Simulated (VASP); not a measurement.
# AgCl (R-3m) in VASP: a series of runs

AgCl is run at these levels: PBE; tasks: single point.

Everything below comes from runs of VASP 6.6.1. Logs are shortened: lines on timing, memory, paths and dates and some standing lists are left out, and cuts for length are marked.

### 1 The cell of the first run

Symmetry: R-3m, No. 166, trigonal system. The conventional cell has a = 4.785 Å, b = 4.785 Å, c = 5.937 Å, α = 90.00°, β = 90.00°, γ = 120.00°. Within 3.9 Å of Ag (site symmetry -3m) lie 8 Cl at 2.93 to 2.97 Å and 6 Ag at 3.40 Å. Cl (site symmetry -3m) has 8 Ag at 2.93 to 2.97 Å and 6 Cl at 3.40 Å within 3.9 Å.

### 2 Single point, PBE (epitaxial 111 strain -0.3%)

The input, INCAR:

```
PREC = Accurate
ENCUT = 630
EDIFF = 1E-6
ISMEAR = -1
SIGMA = 0.02
LREAL = F
LASPH = T
NELM = 120
ALGO = Normal
ISIF = 2
LWAVE = F
LCHARG = F
GGA = PE
NBANDS = 20
GGA_COMPAT = F
```

The input, KPOINTS:

```
regular mesh
0
Gamma
  8 8 8
```

The input, POSCAR:

```
AgCl
1.0
    3.3984424694      0.0147389856      0.0147389856
    0.0147389856      3.3984424694      0.0147389856
    0.0147389856      0.0147389856      3.3984424694
Ag Cl
1 1
Direct
    0.0000000000      0.0000000000      0.0000000000
    0.5000000000      0.5000000000      0.5000000000
```

Potentials or basis: VASP PAW PBE potentials, release 64 (Ag_sv_GW, Cl).

Started as:

```sh
$ cat potpaw_PBE.64/Ag_sv_GW/POTCAR potpaw_PBE.64/Cl/POTCAR > POTCAR
$ mpirun -np 1 vasp_std > vasp.out
```

OUTCAR:

```text
PREC = Accurate
   ENCUT = 630
   EDIFF = 1E-6
   ISMEAR = -1
   LREAL = F
   LASPH = T
   NELM = 120
   ISIF = 2
   GGA = PE

 ion  position               nearest neighbor table
   1  0.000  0.000  0.000-
   2  0.500  0.500  0.500-

  LATTYP: Found a trigonal (rhomboedric) cell.
 ALAT       =     3.3985063915
 COS(alpha) =     0.0086924475

  Lattice vectors:

 A1 = (   3.3984424694,   0.0147389856,   0.0147389856)
 A2 = (   0.0147389856,   3.3984424694,   0.0147389856)
 A3 = (   0.0147389856,   0.0147389856,   3.3984424694)

Analysis of symmetry for initial positions (statically):
=====================================================================
 Subroutine PRICEL returns:
 Original cell was already a primitive cell.

 Routine SETGRP: Setting up the symmetry group for a
 trigonal (rhombohedral) supercell.

 Subroutine GETGRP returns: Found 12 space group operations
 (whereof 12 operations were pure point group operations)
 out of a pool of 12 trial point group operations.

The static configuration has the point symmetry D_3d.

Analysis of symmetry for dynamics (positions and initial velocities):
=====================================================================
 Subroutine PRICEL returns:
 Original cell was already a primitive cell.

 Routine SETGRP: Setting up the symmetry group for a
 trigonal (rhombohedral) supercell.

 Subroutine GETGRP returns: Found 12 space group operations
 (whereof 12 operations were pure point group operations)
 out of a pool of 12 trial point group operations.

The dynamic configuration has the point symmetry D_3d.

 Subroutine INISYM returns: Found 12 space group operations
 (whereof 12 operations are pure point group operations),
 and found     1 'primitive' translations

----------------------------------------------------------------------------------------

                                     Primitive cell

  volume of cell :      39.2478

  direct lattice vectors                    reciprocal lattice vectors
     3.398442469  0.014738986  0.014738986     0.294263465 -0.001270704 -0.001270704
[... 76 lines left out ...]
 SYSTEM =  unknown system
   PREC   = accura    normal or accurate (medium, high low for compatibility)
   ISTART =      0    job   : 0-new  1-cont  2-samecut
   ICHARG =      2    charge: 1-file 2-atom 10-const
   ISPIN  =      1    spin polarized calculation?
   LNONCOLLINEAR =      F non collinear calculations
   LSORBIT =      F    spin-orbit coupling
   LASPH  =      T    aspherical Exc in radial PAW
   ENCUT  =  630.0 eV  46.30 Ry    6.80 a.u.   6.96  6.96  6.96*2*pi/ulx,y,z
   NELM   =    120;   NELMIN=  2; NELMDL= -5     # of ELM steps
   EDIFF  = 0.1E-05   stopping-criterion for ELM
   LREAL  =      F    real-space projection
   EDIFFG = 0.1E-04   stopping-criterion for IOM
   NSW    =      0    number of steps for IOM
   IBRION =     -1    ionic relax: 0-MD 1-quasi-New 2-CG
   NFREE  =      0    steps in history (QN), initial steepest desc. (CG)
   ISIF   =      2    stress and relaxation
   ISYM   =      2    0-nonsym 1-usesym 2-fastsym
   POTIM  = 0.5000    time-step for ionic-motion
   TEBEG  =    0.0;   TEEND  =   0.0 temperature during run
   PSTRESS=    0.0 pullay stress
   NELECT =      26.0000    total number of electrons
   NUPDOWN=      -1.0000    fix difference up-down
   EMIN   =  10.00;   EMAX   =-10.00  energy-range for DOS
   EFERMI =   0.00;   METHOD = LEGACY
   ISMEAR =    -1;   SIGMA  =   0.02  broadening in eV -4-tet -1-fermi 0-gaus
   EFERMI_NEDOS =   21; number of points for ismear=-14 and -15
   IALGO  =     38    algorithm
   IMIX   =      4    mixing-type and parameters
     AMIX     =   0.40;   BMIX     =  1.00
     AMIX_MAG =   1.60;   BMIX_MAG =  1.00
  volume/ion in A,a.u.               =      19.62       132.43
  Fermi-wavevector in a.u.,A,eV,Ry     =   1.427121  2.696868 27.710642  2.036675
  Thomas-Fermi vector in A             =   2.547325
   LORBIT       =      0    0 simple, 1 ext, 2 COOP (PROOUT), +10 PAW based schemes
   GGA     = PE    functional components
   LHFCALC =     F    Hartree Fock is set to
   AEXX    =    0.0000 exact exchange contribution
   IVDW    =     0    specifies the selected vdW correction
   LEPSILON=     F    determine dielectric tensor
   LRPA    =     F    only Hartree local field effects (RPA)
 non-spin polarized calculation
  energy-cutoff  :      630.00
  volume of cell :       39.25
 maximum number of plane-waves:      1428
   NGX = 13   NGY = 13   NGZ = 13

 number of electron      26.0000013 magnetization

 Free energy of the ion-electron system (eV)
  ---------------------------------------------------
  ext. energy  EPLUGINS =         0.00000000
  ---------------------------------------------------
  free energy    TOTEN  =        -3.05739131 eV

  energy without entropy =       -3.05739130  energy(sigma->0) =       -3.05739131

 E-fermi :   4.0903     XC(G=0): -10.6830

 val. band max:        3.7988823826   @ k =   0.5000   0.0000   0.0000
 cond. band min:       4.3567401754   @ k =   0.0000   0.0000   0.0000
 fundamental gap:      0.5578577928
 Fermi energy:         4.0902939020

 k-point     1 :       0.0000    0.0000    0.0000
  band No.  band energies     occupation
      1     -85.8982      2.00000
      2     -49.4173      2.00000
      3     -49.4164      2.00000
      4     -49.4164      2.00000
      5     -10.9950      2.00000
      6       0.9267      2.00000
[... 541 lines left out ...]
     19      18.2703      0.00000
     20      20.5249      0.00000

 [... further k-points ...]

------------------------ aborting loop because EDIFF is reached ----------------------------------------

  FORCE on cell =-STRESS in cart. coord.  units (eV):
  Direction    XX          YY          ZZ          XY          YZ          ZX
  --------------------------------------------------------------------------------------
  -------------------------------------------------------------------------------------
  Total        0.3279105      0.3279105      0.3279105      0.0236135      0.0236135      0.0236135
  in kB       13.3859932     13.3859932     13.3859932      0.9639522      0.9639522      0.9639522
  external PRESSURE =      13.3859932 kB  Pullay stress =       0.0000000 kB

 VOLUME and BASIS-vectors are now :
 -----------------------------------------------------------------------------
  energy-cutoff  :      630.00
  volume of cell :       39.25
      direct lattice vectors                 reciprocal lattice vectors
     3.398442469  0.014738986  0.014738986     0.294263465 -0.001270704 -0.001270704
     0.014738986  3.398442469  0.014738986    -0.001270704  0.294263465 -0.001270704
     0.014738986  0.014738986  3.398442469    -0.001270704 -0.001270704  0.294263465

 POSITION                                       TOTAL-FORCE (eV/Angst)
 -----------------------------------------------------------------------------------
      0.00000      0.00000      0.00000        -0.000000      0.000000      0.000000
      1.71396      1.71396      1.71396         0.000000     -0.000000      0.000000
 -----------------------------------------------------------------------------------
    total drift:                               -0.000000      0.000000     -0.000000

  FREE ENERGIE OF THE ION-ELECTRON SYSTEM (eV)
  ---------------------------------------------------
  free  energy   TOTEN  =        -3.0573913085 eV

  energy  without entropy=       -3.0573913046  energy(sigma->0) =       -3.05739131
```

OSZICAR:

```text
N       E                     dE             d eps       ncg     rms          rms(c)
DAV:   1     0.369740724098E+03    0.36974E+03   -0.16648E+04  2840   0.167E+03
DAV:   2     0.250441082634E+02   -0.34470E+03   -0.32216E+03  2620   0.588E+02
DAV:   3    -0.406428609500E+01   -0.29108E+02   -0.27647E+02  3852   0.172E+02
DAV:   4    -0.498278792564E+01   -0.91850E+00   -0.91507E+00  3472   0.273E+01
DAV:   5    -0.501885435848E+01   -0.36066E-01   -0.36053E-01  3728   0.603E+00    0.990E+00
DAV:   6    -0.317378375157E+01    0.18451E+01   -0.98653E+00  4008   0.477E+01    0.409E+00
DAV:   7    -0.308849531849E+01    0.85288E-01   -0.62318E-01  4100   0.141E+01    0.214E+00
DAV:   8    -0.306137382804E+01    0.27121E-01   -0.31034E-02  3432   0.303E+00    0.823E-01
DAV:   9    -0.305715957582E+01    0.42143E-02   -0.96946E-03  4192   0.136E+00    0.207E-01
DAV:  10    -0.305739629851E+01   -0.23672E-03   -0.12631E-03  2936   0.263E-01    0.633E-02
DAV:  11    -0.305739288741E+01    0.34111E-05   -0.11420E-04  4172   0.192E-01    0.185E-02
DAV:  12    -0.305739137235E+01    0.15151E-05   -0.80579E-06  4092   0.589E-02    0.561E-03
DAV:  13    -0.305739130847E+01    0.63878E-07   -0.30537E-06  2464   0.389E-02
   1 F= -.30573913E+01 E0= -.30573913E+01  d E =-.385247E-08
```

Wall time 51 s (1 thread of Intel Xeon Platinum 8259CL at 2.50GHz (Skylake/Cascade Lake), shared host); peak memory 0.22 GiB.

Results:

```yaml
Free_energy: -3.0574 eV
Pressure: 1.3 GPa
Band_gap_on_the_k_mesh: 0.56 eV (least direct gap 2.15 eV)
```

Levels at points of the mesh, in eV from the valence-band top:
```csv
k point,band 9,band 10,band 11,band 12,band 13,band 14,band 15,band 16,band 17,band 18
"(0.00, 0.00, 0.00)",-1.88,-1.86,-1.65,-1.65,-1.59,0.56,9.37,9.37,13.75,13.94
"(0.50, 0.00, 0.00)",-2.71,-1.82,-1.49,-0.05,0.00,4.90,5.63,9.27,9.98,10.02
"(0.50, 0.50, 0.00)",-2.19,-2.18,-2.17,-1.55,-0.97,2.76,8.98,9.08,10.62,13.72
"(0.50, 0.50, 0.50)",-1.53,-1.53,-0.24,-0.18,-0.18,4.60,4.71,4.71,6.89,17.59
```

Caveat: the cell differs from its parent crystal (epitaxial 111 strain -0.3%); the structure was generated, so it needn't be the stable form of AgCl; semilocal functionals underestimate gaps, and a narrow one can read as zero.

### 3 Single point, PBE (strain along [111] -0.3%)

The input, INCAR:

```
SYSTEM = AgCl
  PREC = Accurate
  ENCUT = 630
  EDIFF = 1E-6
  ISMEAR = -1
  SIGMA = 0.02
  LREAL = .False.
  LASPH = .True.
  NELM = 120
  ALGO = Normal
  ISIF = 2
  LWAVE = .False.
  LCHARG = .False.
  GGA = PE
  NBANDS = 20
  GGA_COMPAT = .False.
```

The input, KPOINTS:

```
Automatic mesh
0
Gamma
  8 8 8
  0 0 0
```

The input, POSCAR:

```
AgCl
1.0
    3.3917397088     -0.0038483331     -0.0038483331
   -0.0038483331      3.3917397088     -0.0038483331
   -0.0038483331     -0.0038483331      3.3917397088
Ag Cl
1 1
Direct
    0.0000000000      0.0000000000      0.0000000000
    0.5000000000      0.5000000000      0.5000000000
```

Potentials or basis: VASP PAW PBE potentials, release 64 (Ag_sv_GW, Cl).

Started as:

```sh
$ cat potpaw_PBE.64/Ag_sv_GW/POTCAR potpaw_PBE.64/Cl/POTCAR > POTCAR
$ mpirun -np 1 vasp_std > vasp.out
```

OUTCAR:

```text
SYSTEM = AgCl
   PREC = Accurate
   ENCUT = 630
   EDIFF = 1E-6
   ISMEAR = -1
   LREAL = .False.
   LASPH = .True.
   NELM = 120
   ISIF = 2
   GGA = PE

 ion  position               nearest neighbor table
   1  0.000  0.000  0.000-
   2  0.500  0.500  0.500-

  LATTYP: Found a trigonal (rhomboedric) cell.
 ALAT       =     3.3917440752
 COS(alpha) =    -0.0022679453

  Lattice vectors:

 A1 = (   3.3917397088,  -0.0038483331,  -0.0038483331)
[... 734 lines left out ...]

 [... further k-points ...]

------------------------ aborting loop because EDIFF is reached ----------------------------------------

  FORCE on cell =-STRESS in cart. coord.  units (eV):
  Direction    XX          YY          ZZ          XY          YZ          ZX
  --------------------------------------------------------------------------------------
  -------------------------------------------------------------------------------------
  Total        0.4074513      0.4074513      0.4074513     -0.0060804     -0.0060804     -0.0060804
  in kB       16.7309420     16.7309420     16.7309420     -0.2496743     -0.2496743     -0.2496743
  external PRESSURE =      16.7309420 kB  Pullay stress =       0.0000000 kB

 VOLUME and BASIS-vectors are now :
 -----------------------------------------------------------------------------
  energy-cutoff  :      630.00
  volume of cell :       39.02
      direct lattice vectors                 reciprocal lattice vectors
     3.391739709 -0.003848333 -0.003848333     0.294834705  0.000334905  0.000334905
    -0.003848333  3.391739709 -0.003848333     0.000334905  0.294834705  0.000334905
    -0.003848333 -0.003848333  3.391739709     0.000334905  0.000334905  0.294834705

 POSITION                                       TOTAL-FORCE (eV/Angst)
 -----------------------------------------------------------------------------------
      0.00000      0.00000      0.00000         0.000000      0.000000     -0.000000
      1.69202      1.69202      1.69202        -0.000000     -0.000000      0.000000
 -----------------------------------------------------------------------------------
    total drift:                               -0.000000      0.000000      0.000000

  FREE ENERGIE OF THE ION-ELECTRON SYSTEM (eV)
  ---------------------------------------------------
  free  energy   TOTEN  =        -3.0548187325 eV

  energy  without entropy=       -3.0548187297  energy(sigma->0) =       -3.05481873
```

OSZICAR:

```text
N       E                     dE             d eps       ncg     rms          rms(c)
DAV:   1     0.376927653093E+03    0.37693E+03   -0.16730E+04  2784   0.167E+03
DAV:   2     0.247719628744E+02   -0.35216E+03   -0.32939E+03  2628   0.588E+02
DAV:   3    -0.409552806452E+01   -0.28867E+02   -0.27551E+02  3916   0.171E+02
DAV:   4    -0.497927026545E+01   -0.88374E+00   -0.87828E+00  3432   0.263E+01
DAV:   5    -0.501284951504E+01   -0.33579E-01   -0.33560E-01  3744   0.593E+00    0.996E+00
DAV:   6    -0.316967367511E+01    0.18432E+01   -0.98410E+00  4004   0.477E+01    0.411E+00
DAV:   7    -0.308567404190E+01    0.84000E-01   -0.63107E-01  4112   0.140E+01    0.215E+00
DAV:   8    -0.305879114165E+01    0.26883E-01   -0.30881E-02  3436   0.301E+00    0.830E-01
DAV:   9    -0.305459184808E+01    0.41993E-02   -0.96532E-03  4192   0.135E+00    0.206E-01
DAV:  10    -0.305482253191E+01   -0.23068E-03   -0.12434E-03  2904   0.263E-01    0.633E-02
DAV:  11    -0.305482005709E+01    0.24748E-05   -0.10892E-04  4156   0.187E-01    0.187E-02
DAV:  12    -0.305481874087E+01    0.13162E-05   -0.73685E-06  4028   0.559E-02    0.576E-03
DAV:  13    -0.305481873249E+01    0.83728E-08   -0.36003E-06  2796   0.408E-02
   1 F= -.30548187E+01 E0= -.30548187E+01  d E =-.276288E-08
```

stdout:

```text
POSCAR found type information on POSCAR AgCl
 POSCAR found :  2 types and       2 ions
 scaLAPACK will be used
 LDA part: xc-table for (Slater+PW92), standard interpolation
 POSCAR, INCAR and KPOINTS ok, starting setup
 FFT: planning ... GRIDC
 FFT: planning ... GRID_SOFT
 FFT: planning ... GRID
 WAVECAR not read
 entering main loop
```

Wall time 43 s (1 thread of AMD EPYC 7R13 (Zen 3), shared host); peak memory 0.19 GiB.

Results:

```yaml
Free_energy: -3.0548 eV
Pressure: 1.7 GPa
Band_gap_on_the_k_mesh: 0.58 eV (least direct gap 2.20 eV)
```

Caveat: the cell differs from its parent crystal (strain along [111] -0.3%); the structure was generated, so it needn't be the stable form of AgCl; semilocal functionals underestimate gaps, and a narrow one can read as zero. A k mesh can miss the band edges.
